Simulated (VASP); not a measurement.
## Lu: single point with PBEsol+D3(BJ)

The system is Lu.

```
CELL_PARAMETERS angstrom
0.00000 3.51495 3.51495
3.51495 0.00000 3.51495
3.51495 3.51495 0.00000
ATOMIC_POSITIONS crystal
Lu 0.00000 0.00000 0.00000
Lu 0.25000 0.25000 0.25000
```

This isn't the form of Lu at room conditions, which is hcp.

```
Program             : VASP 6.6.1
Task                : single point
Functional          : PBEsol
Dispersion          : D3(BJ)
Potentials or basis : VASP PAW PBE potentials, release 64 (Lu)
Cutoff              : 520 eV
k mesh              : 5 × 5 × 5
Occupations         : fermi-dirac, width 0.05 eV
Spin                : no spin polarisation
```

| Property | Result |
| --- | --- |
| Pressure | 0.0 GPa |
| Band gap on the k mesh | zero (bands 25 and 26 overlap by 1.19 eV) |
| Dispersion energy per atom | -0.266 eV |

Levels at points of the mesh, in eV from the Fermi level:
| k point | band 21 | band 22 | band 23 | band 24 | band 25 | band 26 | band 27 | band 28 |
| --- | --- | --- | --- | --- | --- | --- | --- | --- |
| (0.00, 0.00, 0.00) | -5.61 | -5.61 | -4.65 | 0.29 | 0.29 | 0.56 | 0.56 | 0.56 |

It took 28 s on 1 thread of Intel(R) Xeon(R) Platinum 8375C CPU @ 2.90GHz (Ice Lake) (shared host), peak memory 0.25 GiB.

Caveat: three body term missing; the PAW data sets were made with another functional, which shifts forces and pressure a little; spin-orbit coupling is left out, which moves the levels of the heavy elements.
